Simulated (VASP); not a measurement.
# BAs (zincblende type) (F-43m) in VASP: further runs

Runs on BAs (zincblende type). Level: LDA. Tasks: single point.

Program: VASP 6.6.1. These are calculated values, not measurements. Logs are shortened: lines on timing, memory, paths and dates and some standing lists are left out, and cuts for length are marked.

**1. The cell of the first run**

The structure is cubic, space group F-43m (No. 216). The conventional cell has a = 3.877 Å, b = 3.877 Å, c = 3.877 Å, α = 90.00°, β = 90.00°, γ = 90.00°. Within 2.2 Å of B (site symmetry -43m) lie 4 As at 1.68 Å. As (site symmetry -43m) has 4 B at 1.68 Å within 2.2 Å.

**2. Single point, LDA (volume scaled by 0.55)**

The input, INCAR:

```
SYSTEM = BAs
PREC = Accurate ; ENCUT = 520
EDIFF = 1E-6 ; ISMEAR = -1
SIGMA = 0.05 ; LREAL = .False.
LASPH = .True. ; NELM = 60
ALGO = Normal ; ISIF = 2
LWAVE = .False. ; LCHARG = .False.
NBANDS = 11
```

The input, KPOINTS:

```
regular mesh
0
Gamma
  15 15 15
  0 0 0
```

The input, POSCAR:

```
BAs
1.0
    0.0000000000      1.9387450096      1.9387450096
    1.9387450096      0.0000000000      1.9387450096
    1.9387450096      1.9387450096      0.0000000000
B As
1 1
Direct
    0.0000000000      0.0000000000      0.0000000000
    0.2500000000      0.2500000000      0.2500000000
```

Potentials or basis: VASP PAW LDA potentials, release 64 (B, As).

The run is started by

```console
$ cat potpaw_LDA.64/B/POTCAR potpaw_LDA.64/As/POTCAR > POTCAR
$ mpirun -np 1 vasp_std > vasp.out
```

OUTCAR:

```text
SYSTEM = BAs
   PREC = Accurate
   ENCUT = 520
   EDIFF = 1E-6
   ISMEAR = -1
   LREAL = .False.
   LASPH = .True.
   NELM = 60
   ISIF = 2

 ion  position               nearest neighbor table
   1  0.000  0.000  0.000-   2 1.68   2 1.68   2 1.68   2 1.68
   2  0.250  0.250  0.250-   1 1.68   1 1.68   1 1.68   1 1.68

  LATTYP: Found a face centered cubic cell.
 ALAT       =     3.8774900192

  Lattice vectors:

 A1 = (   0.0000000000,   1.9387450096,   1.9387450096)
 A2 = (   1.9387450096,   0.0000000000,   1.9387450096)
 A3 = (   1.9387450096,   1.9387450096,   0.0000000000)

Analysis of symmetry for initial positions (statically):
=====================================================================
 Subroutine PRICEL returns:
 Original cell was already a primitive cell.

 Routine SETGRP: Setting up the symmetry group for a
 face centered cubic supercell.

 Subroutine GETGRP returns: Found 24 space group operations
 (whereof 24 operations were pure point group operations)
 out of a pool of 48 trial point group operations.

The static configuration has the point symmetry T_d .

Analysis of symmetry for dynamics (positions and initial velocities):
=====================================================================
 Subroutine PRICEL returns:
 Original cell was already a primitive cell.

 Routine SETGRP: Setting up the symmetry group for a
 face centered cubic supercell.

 Subroutine GETGRP returns: Found 24 space group operations
 (whereof 24 operations were pure point group operations)
 out of a pool of 48 trial point group operations.

The dynamic configuration has the point symmetry T_d .

 Subroutine INISYM returns: Found 24 space group operations
 (whereof 24 operations are pure point group operations),
 and found     1 'primitive' translations

----------------------------------------------------------------------------------------

                                     Primitive cell

  volume of cell :      14.5744

  direct lattice vectors                    reciprocal lattice vectors
     0.000000000  1.938745010  1.938745010    -0.257898794  0.257898794  0.257898794
     1.938745010  0.000000000  1.938745010     0.257898794 -0.257898794  0.257898794
     1.938745010  1.938745010  0.000000000     0.257898794  0.257898794 -0.257898794

  length of vectors
     2.741799487  2.741799487  2.741799487     0.446693815  0.446693815  0.446693815

  position of ions in fractional coordinates (direct lattice)
     0.000000000  0.000000000  0.000000000
     0.250000000  0.250000000  0.250000000

  ion indices of the primitive-cell ions
   primitive index   ion index
                 1           1
                 2           2

----------------------------------------------------------------------------------------

 KPOINTS: regular mesh

Automatic generation of k-mesh.
 Grid dimensions read from file:
 generate k-points for:   15   15   15

 Generating k-lattice:

  Cartesian coordinates                     Fractional coordinates (reciprocal lattice)
    -0.017193253  0.017193253  0.017193253     0.066666667  0.000000000  0.000000000
     0.017193253 -0.017193253  0.017193253     0.000000000  0.066666667  0.000000000
     0.017193253  0.017193253 -0.017193253     0.000000000  0.000000000  0.066666667

  Length of vectors
     0.029779588  0.029779588  0.029779588

  Shift w.r.t. Gamma in fractional coordinates (k-lattice)
     0.000000000  0.000000000  0.000000000

 Subroutine IBZKPT returns following result:
 ===========================================

 Found    120 irreducible k-points:

 Following reciprocal coordinates:
            Coordinates               Weight
  0.000000  0.000000  0.000000      1.000000
  0.066667  0.000000  0.000000      8.000000
  0.133333  0.000000  0.000000      8.000000
  0.200000  0.000000  0.000000      8.000000
  0.266667  0.000000  0.000000      8.000000
  0.333333  0.000000  0.000000      8.000000
[... 16 lines left out ...]
  0.133333  0.133333  0.000000      6.000000
  0.200000  0.133333  0.000000     24.000000
 [... further k-points ...]
   k-points           NKPTS =    120   k-points in BZ     NKDIM =    120   number of bands    NBANDS=     11
   number of dos      NEDOS =    301   number of ions     NIONS =      2
   total plane-waves  NPLWV =   8000
   dimension x,y,z NGX =    20 NGY =   20 NGZ =   20
   dimension x,y,z NGXF=    40 NGYF=   40 NGZF=   40
   ions per type =               1   1
   NGX,Y,Z   is equivalent  to a cutoff of  12.13, 12.13, 12.13 a.u.
   NGXF,Y,Z  is equivalent  to a cutoff of  24.25, 24.25, 24.25 a.u.
 SYSTEM =  BAs
   PREC   = accura    normal or accurate (medium, high low for compatibility)
   ISTART =      0    job   : 0-new  1-cont  2-samecut
   ICHARG =      2    charge: 1-file 2-atom 10-const
   ISPIN  =      1    spin polarized calculation?
   LNONCOLLINEAR =      F non collinear calculations
   LSORBIT =      F    spin-orbit coupling
   LASPH  =      T    aspherical Exc in radial PAW
   ENCUT  =  520.0 eV  38.22 Ry    6.18 a.u.   5.10  5.10  5.10*2*pi/ulx,y,z
   NELM   =     60;   NELMIN=  2; NELMDL= -5     # of ELM steps
   EDIFF  = 0.1E-05   stopping-criterion for ELM
   LREAL  =      F    real-space projection
   EDIFFG = 0.1E-04   stopping-criterion for IOM
   NSW    =      0    number of steps for IOM
   IBRION =     -1    ionic relax: 0-MD 1-quasi-New 2-CG
   NFREE  =      0    steps in history (QN), initial steepest desc. (CG)
   ISIF   =      2    stress and relaxation
   ISYM   =      2    0-nonsym 1-usesym 2-fastsym
   POTIM  = 0.5000    time-step for ionic-motion
   TEBEG  =    0.0;   TEEND  =   0.0 temperature during run
   PSTRESS=    0.0 pullay stress
   NELECT =       8.0000    total number of electrons
   NUPDOWN=      -1.0000    fix difference up-down
   EMIN   =  10.00;   EMAX   =-10.00  energy-range for DOS
   EFERMI =   0.00;   METHOD = LEGACY
   ISMEAR =    -1;   SIGMA  =   0.05  broadening in eV -4-tet -1-fermi 0-gaus
   EFERMI_NEDOS =   21; number of points for ismear=-14 and -15
   IALGO  =     38    algorithm
   IMIX   =      4    mixing-type and parameters
     AMIX     =   0.40;   BMIX     =  1.00
     AMIX_MAG =   1.60;   BMIX_MAG =  1.00
  volume/ion in A,a.u.               =       7.29        49.18
  Fermi-wavevector in a.u.,A,eV,Ry     =   1.340420  2.533026 24.445927  1.796725
  Thomas-Fermi vector in A             =   2.468734
   LORBIT       =      0    0 simple, 1 ext, 2 COOP (PROOUT), +10 PAW based schemes
   GGA     = CA    functional components
   LHFCALC =     F    Hartree Fock is set to
   AEXX    =    0.0000 exact exchange contribution
   IVDW    =     0    specifies the selected vdW correction
   LEPSILON=     F    determine dielectric tensor
   LRPA    =     F    only Hartree local field effects (RPA)
 non-spin polarized calculation
  energy-cutoff  :      520.00
  volume of cell :       14.57
 maximum number of plane-waves:       403
   NGX = 11   NGY = 11   NGZ = 11

 number of electron       8.0000000 magnetization

 Free energy of the ion-electron system (eV)
  ---------------------------------------------------
  ext. energy  EPLUGINS =         0.00000000
  ---------------------------------------------------
  free energy    TOTEN  =        -6.21527221 eV

  energy without entropy =       -6.21526216  energy(sigma->0) =       -6.21526719

 E-fermi :  15.5947     XC(G=0): -13.6110

 val. band max:       15.3418241663   @ k =   0.0000   0.0000   0.0000
 cond. band min:      15.8835267284   @ k =   0.4667   0.4667   0.0000
 fundamental gap:      0.5417025621
 Fermi energy:        15.5946713722

 k-point     1 :       0.0000    0.0000    0.0000
  band No.  band energies     occupation
      1      -7.3646      2.00000
      2      15.3418      1.98735
      3      15.3418      1.98735
      4      15.3418      1.98735
      5      20.0416      0.00000
      6      20.0416      0.00000
      7      20.0416      0.00000
      8      26.8779      0.00000
      9      30.7702      0.00000
     10      31.6400      0.00000
     11      31.6400      0.00000

 k-point     2 :       0.0667    0.0000    0.0000
  band No.  band energies     occupation
      1      -7.2446      2.00000
      2      14.3130      2.00000
      3      15.0813      1.99993
      4      15.0813      1.99993
      5      20.3795      0.00000
      6      20.3795      0.00000
      7      20.5624      0.00000
      8      26.8271      0.00000
      9      30.0706      0.00000
     10      30.0706      0.00000
     11      30.8711      0.00000

 k-point     3 :       0.1333    0.0000    0.0000
  band No.  band energies     occupation
      1      -6.8848      2.00000
      2      12.1480      2.00000
      3      14.4943      2.00000
      4      14.4943      2.00000
      5      21.1123      0.00000
      6      21.1123      0.00000
      7      21.3559      0.00000
      8      26.5879      0.00000
      9      28.7657      0.00000
     10      28.7657      0.00000
     11      31.2002      0.00000

 k-point     4 :       0.2000    0.0000    0.0000
  band No.  band energies     occupation
      1      -6.2864      2.00000
      2       9.6768      2.00000
      3      13.8466      2.00000
      4      13.8466      2.00000
      5      21.6964      0.00000
      6      21.6964      0.00000
      7      21.9415      0.00000
      8      26.1536      0.00000
      9      28.3095      0.00000
     10      28.3095      0.00000
     11      31.7187      0.00000
[... 239 lines left out ...]
 k-point    22 :      -0.0667    0.0667    0.0000
  band No.  band energies     occupation
      1      -7.0447      2.00000
      2      13.5214      2.00000
      3      13.7347      2.00000
      4      15.2005      1.99925
      5      20.3383      0.00000
      6      20.8330      0.00000
      7      21.6091      0.00000
      8      26.5156      0.00000
      9      28.4107      0.00000
     10      30.0227      0.00000
     11      32.0737      0.00000

 k-point    23 :       0.1333    0.1333    0.0000
  band No.  band energies     occupation
      1      -6.7248      2.00000
      2      12.9656      2.00000
      3      12.9656      2.00000
      4      14.0899      2.00000
      5      18.6339      0.00000
      6      23.0266      0.00000
      7      23.0266      0.00000
      8      24.0772      0.00000
      9      29.1122      0.00000
     10      32.2140      0.00000
     11      33.5560      0.00000

 k-point    24 :       0.2000    0.1333    0.0000
  band No.  band energies     occupation
      1      -6.2856      2.00000
      2      11.3225      2.00000
      3      12.2273      2.00000
      4      13.6533      2.00000
      5      18.5738      0.00000
      6      22.8339      0.00000
      7      23.9959      0.00000
      8      24.0395      0.00000
      9      29.5591      0.00000
     10      31.6166      0.00000
     11      33.3796      0.00000

 [... further k-points ...]

------------------------ aborting loop because EDIFF is reached ----------------------------------------

  FORCE on cell =-STRESS in cart. coord.  units (eV):
  Direction    XX          YY          ZZ          XY          YZ          ZX
  --------------------------------------------------------------------------------------
  -------------------------------------------------------------------------------------
  Total       26.5435731     26.5435731     26.5435731      0.0000000      0.0000000     -0.0000000
  in kB     2917.9503130   2917.9503130   2917.9503130      0.0000000      0.0000000     -0.0000000
  external PRESSURE =    2917.9503130 kB  Pullay stress =       0.0000000 kB

 VOLUME and BASIS-vectors are now :
 -----------------------------------------------------------------------------
  energy-cutoff  :      520.00
  volume of cell :       14.57
      direct lattice vectors                 reciprocal lattice vectors
     0.000000000  1.938745010  1.938745010    -0.257898794  0.257898794  0.257898794
     1.938745010  0.000000000  1.938745010     0.257898794 -0.257898794  0.257898794
     1.938745010  1.938745010  0.000000000     0.257898794  0.257898794 -0.257898794

 POSITION                                       TOTAL-FORCE (eV/Angst)
 -----------------------------------------------------------------------------------
      0.00000      0.00000      0.00000        -0.000000      0.000000      0.000000
      0.96937      0.96937      0.96937         0.000000     -0.000000     -0.000000
 -----------------------------------------------------------------------------------
    total drift:                                0.000000      0.000000      0.000000

  FREE ENERGIE OF THE ION-ELECTRON SYSTEM (eV)
  ---------------------------------------------------
  free  energy   TOTEN  =        -6.2152722104 eV

  energy  without entropy=       -6.2152621598  energy(sigma->0) =       -6.21526719
```

Run time: 6.6 s. Hardware: 1 thread of Intel Xeon 6975P-C (Granite Rapids), shared host; peak memory 0.13 GiB.

Results:

- Free energy: -6.2153 eV
- Pressure: 291.8 GPa
- Band gap on the k mesh: 0.54 eV, indirect (least direct gap 4.54 eV)

Levels at points of the mesh, in eV from the valence-band top:
```tsv
k point	band 1	band 2	band 3	band 4	band 5	band 6	band 7	band 8
(0.00, 0.00, 0.00)	-22.71	0.00	0.00	0.00	4.70	4.70	4.70	11.54
```

**3. Single point, LDA (volume scaled by 0.55, partial waves polarizable)**

The input, INCAR:

```
ALGO = Normal
EDIFF = 1E-7
ENCUT = 520
ISIF = 2
ISMEAR = -1
LASPH = True
LCHARG = True
LELF = True
LREAL = False
LVHAR = True
LWAVE = False
NBANDS = 11
NELM = 60
PREC = Accurate
SIGMA = 0.05
```

The input, KPOINTS:

```
k-points
0
Gamma
  15 15 15
```

POSCAR is that of step 2.

Potentials or basis: VASP PAW LDA potentials, release 64 (B, As).

The run is started by

```console
$ cat potpaw_LDA.64/B/POTCAR potpaw_LDA.64/As/POTCAR > POTCAR
$ mpirun -np 1 vasp_std > vasp.out
```

OUTCAR:

```text
EDIFF = 1E-7
   ENCUT = 520
   ISIF = 2
   ISMEAR = -1
   LASPH = True
   LREAL = False
   NELM = 60
   PREC = Accurate

 ion  position               nearest neighbor table
   1  0.000  0.000  0.000-   2 1.68   2 1.68   2 1.68   2 1.68
   2  0.250  0.250  0.250-   1 1.68   1 1.68   1 1.68   1 1.68

  LATTYP: Found a face centered cubic cell.
 ALAT       =     3.8774900192

  Lattice vectors:

 A1 = (   0.0000000000,   1.9387450096,   1.9387450096)
 A2 = (   1.9387450096,   0.0000000000,   1.9387450096)
 A3 = (   1.9387450096,   1.9387450096,   0.0000000000)

[... 511 lines left out ...]
      8      24.0395      0.00000
      9      29.5591      0.00000
     10      31.6166      0.00000
     11      33.3796      0.00000

 [... further k-points ...]
[... 5 lines left out ...]
  --------------------------------------------------------------------------------------
  -------------------------------------------------------------------------------------
  Total       26.5434234     26.5434234     26.5434234     -0.0000000     -0.0000000      0.0000000
  in kB     2917.9338555   2917.9338555   2917.9338555     -0.0000000     -0.0000000      0.0000000
  external PRESSURE =    2917.9338555 kB  Pullay stress =       0.0000000 kB

 VOLUME and BASIS-vectors are now :
 -----------------------------------------------------------------------------
  energy-cutoff  :      520.00
  volume of cell :       14.57
      direct lattice vectors                 reciprocal lattice vectors
     0.000000000  1.938745010  1.938745010    -0.257898794  0.257898794  0.257898794
     1.938745010  0.000000000  1.938745010     0.257898794 -0.257898794  0.257898794
     1.938745010  1.938745010  0.000000000     0.257898794  0.257898794 -0.257898794

 POSITION                                       TOTAL-FORCE (eV/Angst)
 -----------------------------------------------------------------------------------
      0.00000      0.00000      0.00000         0.000000      0.000000      0.000000
      0.96937      0.96937      0.96937        -0.000000     -0.000000     -0.000000
 -----------------------------------------------------------------------------------
    total drift:                                0.000000      0.000000      0.000000

  FREE ENERGIE OF THE ION-ELECTRON SYSTEM (eV)
  ---------------------------------------------------
  free  energy   TOTEN  =        -6.2152722101 eV

  energy  without entropy=       -6.2152621565  energy(sigma->0) =       -6.21526718
```

Wall time 7.8 s (1 thread of Intel Xeon 6975P-C (Granite Rapids), shared host); peak memory 0.13 GiB.

What came out:

```
Free energy            : -6.2153 eV
Pressure               : 291.8 GPa
Band gap on the k mesh : 0.54 eV, indirect (least direct gap 4.54 eV)
```

Levels at points of the mesh, in eV from the valence-band top:
| k point | band 2 | band 3 | band 4 | band 5 | band 6 | band 7 |
| --- | --- | --- | --- | --- | --- | --- |
| (0.00, 0.00, 0.00) | 0.00 | 0.00 | 0.00 | 4.70 | 4.70 | 4.70 |

 A k mesh can miss the band edges.
